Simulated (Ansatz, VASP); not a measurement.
# ZrB2 in VASP and in Ansatz

```xyz
6
Lattice="0.0000 3.1553 3.1553 3.1553 0.0000 3.1553 3.1553 3.1553 0.0000" Properties=species:S:1:pos:R:3 pbc="T T T"
Zr    0.0000    0.0000    0.0000
Zr    1.5777    1.5777    1.5777
B     3.9441    3.9441    3.9441
B     3.9441    2.3665    2.3665
B     2.3665    2.3665    3.9441
B     2.3665    3.9441    2.3665
```

Alike in both runs: functional PBE; k mesh 10 × 10 × 10; occupations gaussian, width 0.1 eV; no spin polarisation.

Ansatz relaxed the structure, and its values are those at the end. VASP's run is a single point on that final structure, the one shown.

|  | VASP | Ansatz |
| --- | --- | --- |
| version | VASP 6.6.1 | Ansatz 0.2.0 |
| potentials or method | VASP PAW PBE potentials, release 64 (Zr_sv, B), cutoff 520 eV | scalar-relativistic, plane waves, PAW |
| valence electrons in the cell | 36 | 36 |

```tsv
	VASP	Ansatz	Ansatz less VASP
gap on the k mesh at the Fermi level (eV)	none	none	-
pressure (GPa)	0.1	0.0	-0.10
```

A gap of «none» marks a metal or a gap that the smearing closes.
